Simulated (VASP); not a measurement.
# CoO (R-3m) in VASP: a series of runs, part 2 of 2

VASP 6.6.1. The steps go on from the part before.

## Step 4: Single point, PBE+U, collinear spin, antiferromagnetic start (9.59 Å³/atom)

This run uses another cell than the first one, of 9.59 Å³/atom.

INCAR reads:

```
PREC     = Accurate       # precision mode
ENCUT    = 520            # plane-wave cutoff, eV
EDIFF    = 1E-7           # SCF threshold, eV
ISMEAR   = 0              # smearing method
SIGMA    = 0.05           # smearing width, eV
LREAL    = False          # projectors in reciprocal space
LASPH    = True           # aspherical terms in the spheres
NELM     = 150            # most SCF steps
ALGO     = Normal         # electronic algorithm
ISIF     = 2              # what is computed and relaxed
LWAVE    = False          # write WAVECAR
LCHARG   = True           # write CHGCAR
ISPIN    = 2              # spin polarisation
MAGMOM   = 2.78 -2.78 0 0 # initial moments
LORBIT   = 11             # projections on sites
LMAXMIX  = 4              # l up to which the mixer works
LDAU     = True           # DFT+U
LDAUTYPE = 2            
LDAUL    = 2 -1           # shell
LDAUU    = 3.3 0          # U, eV
LDAUJ    = 0 0          
LDAUPRINT= 1            
GGA      = PE             # functional
LELF     = True           # ELF
LVHAR    = True         
NBANDS   = 27             # bands
```

KPOINTS reads:

```
Automatic mesh
0
Gamma
  10 10 10
```

POSCAR reads:

```
CoO
1.0
   -2.1022853256     -2.1022853256      4.2340683205
   -4.2340683205     -2.1022853256      2.1022853256
   -2.1022853256     -4.2340683205      2.1022853256
Co O
2 2
Direct
    0.0000000000      0.0000000000      0.0000000000
    0.5000000000      0.5000000000      0.5000000000
    1.2499999983     -0.7500000017     -0.7500000017
    1.7500000017     -0.2499999983     -0.2499999983
```

Command:

```sh
$ cat potpaw_PBE.64/Co/POTCAR potpaw_PBE.64/O/POTCAR > POTCAR
$ mpirun -np 1 vasp_std > vasp.out
```

Run time: 19 min. Hardware: 1 thread of Intel Xeon 8259CL, shared host; peak memory 0.4 GiB.

The run converged. Its results:

| Property | Result |
| --- | --- |
| Free energy | -22.8708 eV |
| Pressure | 0.0 GPa |
| Band gap on the k mesh | zero (filled and empty bands overlap) |
| Net moment | 0.00 μB per cell |
| Site moments | Co +2.65, -2.65; O +0.00 μB |
| Valence electrons inside the program's atomic spheres | Co 7.82; O 5.00 |

Stress tensor (GPa, compression positive):
```
-0.01  3.03 -3.03
 3.03 -0.01 -3.03
-3.03 -3.03 -0.01
```

Levels at points of the mesh, in eV from the Fermi level:
Spin up:
```csv
k point,band 12,band 13,band 14,band 15,band 16,band 17,band 18,band 19
"(0.00, 0.00, 0.00)",-2.30,-2.30,-1.32,-0.15,-0.15,1.63,2.89,2.89
"(0.50, 0.00, 0.00)",-1.90,-1.65,-1.52,-0.06,0.18,2.74,2.83,7.46
"(0.50, 0.50, 0.00)",-2.19,-1.86,-1.17,-0.07,0.18,3.12,3.18,5.54
"(0.50, 0.50, 0.50)",-1.55,-1.14,-1.14,-0.23,-0.23,2.65,2.65,4.27
```
Spin down:
```
           k point  band 12  band 13  band 14  band 15  band 16  band 17  band 18  band 19
(0.00, 0.00, 0.00)    -2.30    -2.30    -1.32    -0.15    -0.15     1.63     2.89     2.89
(0.50, 0.00, 0.00)    -1.90    -1.65    -1.52    -0.06     0.18     2.74     2.83     7.46
(0.50, 0.50, 0.00)    -2.19    -1.86    -1.17    -0.07     0.18     3.12     3.18     5.54
(0.50, 0.50, 0.50)    -1.55    -1.14    -1.14    -0.23    -0.23     2.65     2.65     4.27
```

Eigenvalues of the final occupation matrices:
```
    site  spin  trace               eigenvalues
site 1 d     1   4.91  0.97 0.97 0.97 1.00 1.00
site 1 d     2   2.26  0.16 0.16 0.50 0.50 0.95
site 2 d     1   2.26  0.16 0.16 0.50 0.50 0.95
site 2 d     2   4.91  0.97 0.97 0.97 1.00 1.00
```

The state reached can hang on the start; a lower one may exist.

## Step 5: Single point, PBE+U, collinear spin, antiferromagnetic start (9.79 Å³/atom)

This run uses another cell than the first one, of 9.79 Å³/atom.

INCAR reads:

```
PREC     = Accurate       # precision mode
ENCUT    = 520            # plane-wave cutoff, eV
EDIFF    = 1E-6           # SCF threshold, eV
ISMEAR   = 0              # smearing method
SIGMA    = 0.05           # smearing width, eV
LREAL    = F              # projectors in reciprocal space
LASPH    = T              # aspherical terms in the spheres
NELM     = 150            # most SCF steps
ALGO     = Normal         # electronic algorithm
ISIF     = 2              # what is computed and relaxed
LWAVE    = F              # write WAVECAR
LCHARG   = F              # write CHGCAR
ISPIN    = 2              # spin polarisation
MAGMOM   = 2.79 -2.79 0 0 # initial moments
LORBIT   = 11             # projections on sites
LMAXMIX  = 4              # l up to which the mixer works
LDAU     = T              # DFT+U
LDAUTYPE = 2            
LDAUL    = 2 -1           # shell
LDAUU    = 3.3 0          # U, eV
LDAUJ    = 0 0          
LDAUPRINT= 1            
GGA      = PE             # functional
NBANDS   = 27             # bands
```

KPOINTS is that of step 4.

POSCAR reads:

```
CoO
1.0
   -2.1167843032     -2.1167843032      4.2632697144
   -4.2632697144     -2.1167843032      2.1167843032
   -2.1167843032     -4.2632697144      2.1167843032
Co O
2 2
Direct
    0.0000000000      0.0000000000      0.0000000000
    0.5000000000      0.5000000000      0.5000000000
    1.2499999983     -0.7500000017     -0.7500000017
    1.7500000017     -0.2499999983     -0.2499999983
```

Potentials or basis: VASP PAW PBE potentials, release 64 (Co, O).

Command:

```sh
$ cat potpaw_PBE.64/Co/POTCAR potpaw_PBE.64/O/POTCAR > POTCAR
$ mpirun -np 1 vasp_std > vasp.out
```

OUTCAR:

```text
PREC = Accurate
   ENCUT = 520
   EDIFF = 1E-6
   ISMEAR = 0
   LREAL = F
   LASPH = T
   NELM = 150
   ISIF = 2
   ISPIN = 2
   LORBIT = 11
   GGA = PE

 ion  position               nearest neighbor table
   1  0.000  0.000  0.000-   4 2.14   4 2.14   3 2.14   3 2.14   4 2.14   3 2.14   2 3.01   2 3.01
                             2 3.01   2 3.01   2 3.01   2 3.01
   2  0.500  0.500  0.500-   3 2.14   4 2.14   3 2.14   3 2.14   4 2.14   4 2.14   1 3.01   1 3.01
                             1 3.01   1 3.01   1 3.01   1 3.01
   3  0.250  0.250  0.250-   2 2.14   2 2.14   2 2.14   1 2.14   1 2.14   1 2.14
   4  0.750  0.750  0.750-   2 2.14   2 2.14   2 2.14   1 2.14   1 2.14   1 2.14

  LATTYP: Found a trigonal (rhomboedric) cell.
 ALAT       =     5.2093205152
 COS(alpha) =     0.8302171874

  Lattice vectors:

 A1 = (  -2.1167843032,  -2.1167843032,   4.2632697144)
 A2 = (  -4.2632697144,  -2.1167843032,   2.1167843032)
 A3 = (  -2.1167843032,  -4.2632697144,   2.1167843032)

[... 307 lines left out ...]
      4       1.3980      1.00000
      5       1.3980      1.00000
      6       3.1785      1.00000
[... 1433 lines left out ...]
     26      22.5155      0.00000
     27      25.2284      0.00000

 [... further k-points ...]
[... 5 lines left out ...]
  --------------------------------------------------------------------------------------
  -------------------------------------------------------------------------------------
  Total       -0.9020046     -0.9020046     -0.9020046      0.7085575     -0.7085575     -0.7085575
  in kB      -36.9152756    -36.9152756    -36.9152756     28.9982922    -28.9982922    -28.9982922
  external PRESSURE =     -36.9152756 kB  Pullay stress =       0.0000000 kB

 VOLUME and BASIS-vectors are now :
 -----------------------------------------------------------------------------
  energy-cutoff  :      520.00
  volume of cell :       39.15
      direct lattice vectors                 reciprocal lattice vectors
    -2.116784303 -2.116784303  4.263269714     0.116062337  0.116062337  0.349815509
    -4.263269714 -2.116784303  2.116784303    -0.349815509  0.116062337 -0.116062337
    -2.116784303 -4.263269714  2.116784303     0.116062337 -0.349815509 -0.116062337

 POSITION                                       TOTAL-FORCE (eV/Angst)
 -----------------------------------------------------------------------------------
      0.00000      0.00000      0.00000         0.000000      0.000000     -0.000000
     -4.24842     -4.24842      4.24842         0.000000      0.000000     -0.000000
     -2.12421     -2.12421      2.12421        -0.000000     -0.000000     -0.000000
     -6.37263     -6.37263      6.37263         0.000000      0.000000      0.000000
 -----------------------------------------------------------------------------------
    total drift:                                0.000000      0.000000     -0.000000

  FREE ENERGIE OF THE ION-ELECTRON SYSTEM (eV)
  ---------------------------------------------------
  free  energy   TOTEN  =       -22.8627447209 eV

  energy  without entropy=      -22.8516980187  energy(sigma->0) =      -22.85722137

 total charge

# of ion       s       p       d       tot
------------------------------------------
    1        0.297   0.353   7.134   7.784
    2        0.297   0.353   7.134   7.784
    3        1.555   3.437   0.000   4.991
    4        1.555   3.437   0.000   4.991
--------------------------------------------------
tot          3.704   7.579  14.269  25.552

 magnetization (x)

# of ion       s       p       d       tot
------------------------------------------
    1        0.004   0.001   2.652   2.656
    2       -0.004  -0.001  -2.652  -2.656
    3        0.000   0.000   0.000   0.000
    4        0.000   0.000   0.000   0.000
--------------------------------------------------
tot          0.000   0.000   0.000   0.000
```

Run time: 21 min. Hardware: 1 thread of Intel Xeon 8259CL, shared host; peak memory 0.41 GiB.

What came out:

* Free energy: -22.8627 eV
* Pressure: -3.7 GPa
* Band gap on the k mesh: zero (filled and empty bands overlap)
* Net moment: 0.00 μB per cell
* Site moments: Co +2.66, -2.66; O +0.00 μB
* Valence electrons inside the program's atomic spheres: Co 7.78; O 4.99

Eigenvalues of the final occupation matrices:
```tsv
site	spin	trace	eigenvalues
site 1 d	1	4.91	0.97 0.97 0.97 1.00 1.00
site 1 d	2	2.25	0.15 0.15 0.50 0.50 0.95
site 2 d	1	2.25	0.15 0.15 0.50 0.50 0.95
site 2 d	2	4.91	0.97 0.97 0.97 1.00 1.00
```

Caveat: the cell stands under tension. The state reached can hang on the start; a lower one may exist.

## Step 6: Summary

```tsv
cell	gap on the mesh (eV)	pressure (GPa)	moment (μB)
a = 5.245 Å, angles 33.9°, 4 atoms	none	-6.7	0.00
a = 5.279 Å, angles 33.9°, 4 atoms	none	-9.5	0.00
a = 5.174 Å, angles 33.9°, 4 atoms	none	0.0	0.00
a = 5.209 Å, angles 33.9°, 4 atoms	none	-3.7	0.00
```

Alike in all rows: task single point; level PBE+U; potentials or basis VASP PAW PBE potentials, release 64 (Co, O); spin collinear, antiferromagnetic start; Co d U = 3.3 eV; k mesh 10 × 10 × 10; cutoff (eV) 520; smearing gaussian 0.05 eV.

Caveats: the cell stands under tension (at least some runs).

Absolute energies hang on the potentials; compare differences alone.
